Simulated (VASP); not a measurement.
# Bi2Mo (P6/mmm) in VASP: single point with PBE

Aim: the single point of Bi2Mo with PBE.

Program: VASP 6.6.1. These are calculated values, not measurements. Logs are shortened: lines on timing, memory, paths and dates and some standing lists are left out, and cuts for length are marked.

## 1. The cell of the first run

Symmetry: P6/mmm, No. 191, hexagonal system. Conventional cell: a = 5.374 Å, b = 5.374 Å, c = 3.055 Å, α = 90.00°, β = 90.00°, γ = 120.00°. Within 4.0 Å of Bi (site symmetry -6m2) lie 5 Bi at 3.05 to 3.10 Å and 6 Mo at 3.46 Å. Mo (site symmetry 6/mmm) has 2 Mo at 3.05 Å and 12 Bi at 3.46 Å within 4.0 Å.

## 2. Single point, PBE

INCAR

```
SYSTEM = Bi2Mo
PREC = Accurate ; ENCUT = 520
EDIFF = 1E-6 ; ISMEAR = 0
SIGMA = 0.1 ; LREAL = .FALSE.
LASPH = .TRUE. ; NELM = 100
ALGO = Fast ; ISIF = 2
LWAVE = .FALSE. ; LCHARG = .TRUE.
GGA = PE ; LELF = .TRUE.
LVHAR = .TRUE. ; NBANDS = 29
```

KPOINTS

```
Automatic mesh
0
G
  12 12 16
  0 0 0
```

POSCAR

```
Bi2Mo
1.0
    5.3742301753      0.0000000000      0.0000000000
   -2.6871150877      4.6542198576      0.0000000000
    0.0000000000      0.0000000000      3.0549000461
Bi Mo
2 1
Direct
    0.3333333333      0.6666666667      0.5000000000
    0.6666666667      0.3333333333      0.5000000000
    0.0000000000      0.0000000000      0.0000000000
```

Potentials or basis: VASP PAW PBE potentials, release 64 (Bi_d, Mo_sv).

Run with:

```bash
> cat potpaw_PBE.64/Bi_d/POTCAR potpaw_PBE.64/Mo_sv/POTCAR > POTCAR
> mpirun -np 1 vasp_std > vasp.out
```

OUTCAR:

```text
SYSTEM = Bi2Mo
   PREC = Accurate
   ENCUT = 520
   EDIFF = 1E-6
   ISMEAR = 0
   LREAL = .FALSE.
   LASPH = .TRUE.
   NELM = 100
   ISIF = 2
   GGA = PE

 ion  position               nearest neighbor table
   1  0.333  0.667  0.500-   2 3.10   2 3.10   2 3.10   3 3.46   3 3.46   3 3.46   3 3.46   3 3.46
                             3 3.46
   2  0.667  0.333  0.500-   1 3.10   1 3.10   1 3.10   3 3.46   3 3.46   3 3.46   3 3.46   3 3.46
                             3 3.46
   3  0.000  0.000  0.000-   1 3.46   2 3.46   1 3.46   2 3.46   2 3.46   2 3.46   1 3.46   1 3.46
                             2 3.46   2 3.46   1 3.46   1 3.46

  LATTYP: Found a hexagonal cell.
 ALAT       =     5.3742301753
 C/A-ratio  =     0.5684349100

  Lattice vectors:

 A1 = (   5.3742301753,   0.0000000000,   0.0000000000)
 A2 = (  -2.6871150877,   4.6542198576,   0.0000000000)
 A3 = (   0.0000000000,   0.0000000000,   3.0549000461)

Analysis of symmetry for initial positions (statically):
=====================================================================
 Subroutine PRICEL returns:
 Original cell was already a primitive cell.

 Routine SETGRP: Setting up the symmetry group for a
 hexagonal supercell.

 Subroutine GETGRP returns: Found 24 space group operations
 (whereof 24 operations were pure point group operations)
 out of a pool of 24 trial point group operations.

The static configuration has the point symmetry D_6h.

Analysis of symmetry for dynamics (positions and initial velocities):
=====================================================================
 Subroutine PRICEL returns:
 Original cell was already a primitive cell.

 Routine SETGRP: Setting up the symmetry group for a
 hexagonal supercell.

 Subroutine GETGRP returns: Found 24 space group operations
 (whereof 24 operations were pure point group operations)
 out of a pool of 24 trial point group operations.

The dynamic configuration has the point symmetry D_6h.

 Subroutine INISYM returns: Found 24 space group operations
 (whereof 24 operations are pure point group operations),
 and found     1 'primitive' translations

----------------------------------------------------------------------------------------

                                     Primitive cell

  volume of cell :      76.4118

  direct lattice vectors                    reciprocal lattice vectors
     5.374230175  0.000000000  0.000000000     0.186073162  0.107429390  0.000000000
    -2.687115088  4.654219858  0.000000000     0.000000000  0.214858780  0.000000000
     0.000000000  0.000000000  3.054900046     0.000000000  0.000000000  0.327342952

  length of vectors
     5.374230175  5.374230175  3.054900046     0.214858780  0.214858780  0.327342952

  position of ions in fractional coordinates (direct lattice)
     0.333333333  0.666666667  0.500000000
     0.666666667  0.333333333  0.500000000
     0.000000000  0.000000000  0.000000000

  ion indices of the primitive-cell ions
   primitive index   ion index
                 1           1
                 2           2
                 3           3

----------------------------------------------------------------------------------------

 KPOINTS: Automatic mesh

Automatic generation of k-mesh.
 Grid dimensions read from file:
 generate k-points for:   12   12   16

 Generating k-lattice:

  Cartesian coordinates                     Fractional coordinates (reciprocal lattice)
     0.015506097  0.008952449  0.000000000     0.083333333  0.000000000  0.000000000
     0.000000000  0.017904898  0.000000000     0.000000000  0.083333333  0.000000000
     0.000000000  0.000000000  0.020458935     0.000000000  0.000000000  0.062500000

  Length of vectors
     0.017904898  0.017904898  0.020458935

  Shift w.r.t. Gamma in fractional coordinates (k-lattice)
     0.000000000  0.000000000  0.000000000

 Subroutine IBZKPT returns following result:
 ===========================================

 Found    171 irreducible k-points:

 Following reciprocal coordinates:
            Coordinates               Weight
  0.000000  0.000000  0.000000      1.000000
  0.083333  0.000000  0.000000      6.000000
  0.166667  0.000000  0.000000      6.000000
  0.250000  0.000000  0.000000      6.000000
  0.333333  0.000000  0.000000      6.000000
  0.416667  0.000000  0.000000      6.000000
[... 16 lines left out ...]
  0.250000  0.000000  0.062500     12.000000
  0.333333  0.000000  0.062500     12.000000
 [... further k-points ...]
   k-points           NKPTS =    171   k-points in BZ     NKDIM =    171   number of bands    NBANDS=     29
   number of dos      NEDOS =    301   number of ions     NIONS =      3
   total plane-waves  NPLWV =  38400
   dimension x,y,z NGX =    40 NGY =   40 NGZ =   24
   dimension x,y,z NGXF=    80 NGYF=   80 NGZF=   48
   ions per type =               2   1
   NGX,Y,Z   is equivalent  to a cutoff of  12.37, 12.37, 13.06 a.u.
   NGXF,Y,Z  is equivalent  to a cutoff of  24.75, 24.75, 26.12 a.u.
 SYSTEM =  Bi2Mo
   PREC   = accura    normal or accurate (medium, high low for compatibility)
   ISTART =      0    job   : 0-new  1-cont  2-samecut
   ICHARG =      2    charge: 1-file 2-atom 10-const
   ISPIN  =      1    spin polarized calculation?
   LNONCOLLINEAR =      F non collinear calculations
   LSORBIT =      F    spin-orbit coupling
   LASPH  =      T    aspherical Exc in radial PAW
   ENCUT  =  520.0 eV  38.22 Ry    6.18 a.u.   9.99  9.99  5.68*2*pi/ulx,y,z
   NELM   =    100;   NELMIN=  2; NELMDL= -5     # of ELM steps
   EDIFF  = 0.1E-05   stopping-criterion for ELM
   LREAL  =      F    real-space projection
   EDIFFG = 0.1E-04   stopping-criterion for IOM
   NSW    =      0    number of steps for IOM
   IBRION =     -1    ionic relax: 0-MD 1-quasi-New 2-CG
   NFREE  =      0    steps in history (QN), initial steepest desc. (CG)
   ISIF   =      2    stress and relaxation
   ISYM   =      2    0-nonsym 1-usesym 2-fastsym
   POTIM  = 0.5000    time-step for ionic-motion
   TEBEG  =    0.0;   TEEND  =   0.0 temperature during run
   PSTRESS=    0.0 pullay stress
   NELECT =      44.0000    total number of electrons
   NUPDOWN=      -1.0000    fix difference up-down
   EMIN   =  10.00;   EMAX   =-10.00  energy-range for DOS
   EFERMI =   0.00;   METHOD = LEGACY
   ISMEAR =     0;   SIGMA  =   0.10  broadening in eV -4-tet -1-fermi 0-gaus
   EFERMI_NEDOS =   21; number of points for ismear=-14 and -15
   IALGO  =     68    algorithm
   IMIX   =      4    mixing-type and parameters
     AMIX     =   0.40;   BMIX     =  1.00
     AMIX_MAG =   1.60;   BMIX_MAG =  1.00
  volume/ion in A,a.u.               =      25.47       171.88
  Fermi-wavevector in a.u.,A,eV,Ry     =   1.361985  2.573779 25.238851  1.855003
  Thomas-Fermi vector in A             =   2.488514
   LORBIT       =      0    0 simple, 1 ext, 2 COOP (PROOUT), +10 PAW based schemes
   GGA     = PE    functional components
   LHFCALC =     F    Hartree Fock is set to
   AEXX    =    0.0000 exact exchange contribution
   IVDW    =     0    specifies the selected vdW correction
   LEPSILON=     F    determine dielectric tensor
   LRPA    =     F    only Hartree local field effects (RPA)
 non-spin polarized calculation
 RMM-DIIS sequential band-by-band and
 Gauss-broadening in eV      SIGMA  =   0.10
  energy-cutoff  :      520.00
  volume of cell :       76.41
 maximum number of plane-waves:      2088
 NGX is ok and might be reduce to    40
   NGX = 19   NGY = 19   NGZ = 11

 number of electron      44.0000005 magnetization

 Free energy of the ion-electron system (eV)
  ---------------------------------------------------
  ext. energy  EPLUGINS =         0.00000000
  ---------------------------------------------------
  free energy    TOTEN  =       -15.38165502 eV

  energy without entropy =      -15.36303555  energy(sigma->0) =      -15.37234528

 E-fermi :   9.2993     XC(G=0): -11.1000

 val. band max:        9.2946615589   @ k =   0.3333   0.3333   0.1875
 cond. band min:       9.3029832617   @ k =   0.3333   0.1667   0.3750
 fundamental gap:      0.0083217028
 Fermi energy:         9.2993208373

 k-point     1 :       0.0000    0.0000    0.0000
  band No.  band energies     occupation
      1     -51.7583      2.00000
      2     -25.8091      2.00000
      3     -25.8091      2.00000
      4     -25.6751      2.00000
      5     -14.1966      2.00000
      6     -14.0423      2.00000
[... 21 lines left out ...]
     28      17.3030      0.00000
     29      18.4254      0.00000

 k-point     2 :       0.0833    0.0000    0.0000
  band No.  band energies     occupation
      1     -51.7583      2.00000
      2     -25.8091      2.00000
      3     -25.8091      2.00000
      4     -25.6751      2.00000
      5     -14.1952      2.00000
      6     -14.0473      2.00000
[... 21 lines left out ...]
     28      17.1943      0.00000
     29      18.3495      0.00000

 k-point     3 :       0.1667    0.0000    0.0000
  band No.  band energies     occupation
      1     -51.7583      2.00000
      2     -25.8092      2.00000
      3     -25.8091      2.00000
      4     -25.6751      2.00000
      5     -14.1909      2.00000
      6     -14.0606      2.00000
[... 21 lines left out ...]
     28      16.9014      0.00000
     29      17.1681      0.00000

 k-point     4 :       0.2500    0.0000    0.0000
  band No.  band energies     occupation
      1     -51.7583      2.00000
      2     -25.8094      2.00000
      3     -25.8091      2.00000
      4     -25.6751      2.00000
      5     -14.1840      2.00000
      6     -14.0787      2.00000
[... 21 lines left out ...]
     28      15.7748      0.00000
     29      16.5267      0.00000

 k-point     5 :       0.3333    0.0000    0.0000
  band No.  band energies     occupation
      1     -51.7583      2.00000
      2     -25.8096      2.00000
      3     -25.8091      2.00000
      4     -25.6751      2.00000
      5     -14.1748      2.00000
      6     -14.0982      2.00000
[... 21 lines left out ...]
     28      14.7513      0.00000
     29      15.8460      0.00000
[... 510 lines left out ...]
     28      16.4093      0.00000
     29      18.5861      0.00000

 k-point    22 :       0.1667    0.0000    0.0625
  band No.  band energies     occupation
      1     -51.7573      2.00000
      2     -25.8080      2.00000
      3     -25.8078      2.00000
      4     -25.6876      2.00000
      5     -14.1728      2.00000
      6     -14.0420      2.00000
[... 21 lines left out ...]
     28      16.1082      0.00000
     29      17.2484      0.00000

 k-point    23 :       0.2500    0.0000    0.0625
  band No.  band energies     occupation
      1     -51.7573      2.00000
      2     -25.8081      2.00000
      3     -25.8078      2.00000
      4     -25.6876      2.00000
      5     -14.1661      2.00000
      6     -14.0612      2.00000
[... 21 lines left out ...]
     28      15.6814      0.00000
     29      15.8757      0.00000

 k-point    24 :       0.3333    0.0000    0.0625
  band No.  band energies     occupation
      1     -51.7573      2.00000
      2     -25.8083      2.00000
      3     -25.8078      2.00000
      4     -25.6876      2.00000
      5     -14.1570      2.00000
      6     -14.0813      2.00000
[... 21 lines left out ...]
     28      14.8322      0.00000
     29      15.3731      0.00000

 [... further k-points ...]
[... 5 lines left out ...]
  --------------------------------------------------------------------------------------
  -------------------------------------------------------------------------------------
  Total        0.0308747      0.0308747     -0.0144220     -0.0000000      0.0000000      0.0000000
  in kB        0.6473702      0.6473702     -0.3023961     -0.0000000      0.0000000      0.0000000
  external PRESSURE =       0.3307814 kB  Pullay stress =       0.0000000 kB

 VOLUME and BASIS-vectors are now :
 -----------------------------------------------------------------------------
  energy-cutoff  :      520.00
  volume of cell :       76.41
      direct lattice vectors                 reciprocal lattice vectors
     5.374230175  0.000000000  0.000000000     0.186073162  0.107429390  0.000000000
    -2.687115088  4.654219858  0.000000000     0.000000000  0.214858780  0.000000000
     0.000000000  0.000000000  3.054900046     0.000000000  0.000000000  0.327342952

 POSITION                                       TOTAL-FORCE (eV/Angst)
 -----------------------------------------------------------------------------------
     -0.00000      3.10281      1.52745         0.000000      0.000000      0.000000
      2.68712      1.55141      1.52745        -0.000000      0.000000      0.000000
      0.00000      0.00000      0.00000         0.000000      0.000000      0.000000
 -----------------------------------------------------------------------------------
    total drift:                               -0.000000     -0.000000      0.000000

  FREE ENERGIE OF THE ION-ELECTRON SYSTEM (eV)
  ---------------------------------------------------
  free  energy   TOTEN  =       -15.3816550158 eV

  energy  without entropy=      -15.3630355522  energy(sigma->0) =      -15.37234528
```

Run time: 7.1 min. Hardware: 1 thread of Intel Xeon 8259CL, shared host; peak memory 0.44 GiB.

Results:

```yaml
Free_energy: -15.3817 eV
Pressure: 0.0 GPa
Band_gap_on_the_k_mesh: zero (bands 22 and 23 overlap by 1.50 eV)
```

Stress tensor (GPa, compression positive):
```
 0.06  0.00  0.00
 0.00  0.06  0.00
 0.00  0.00 -0.03
```

Caveat: spin-orbit coupling is left out, which moves the levels of the heavy elements.
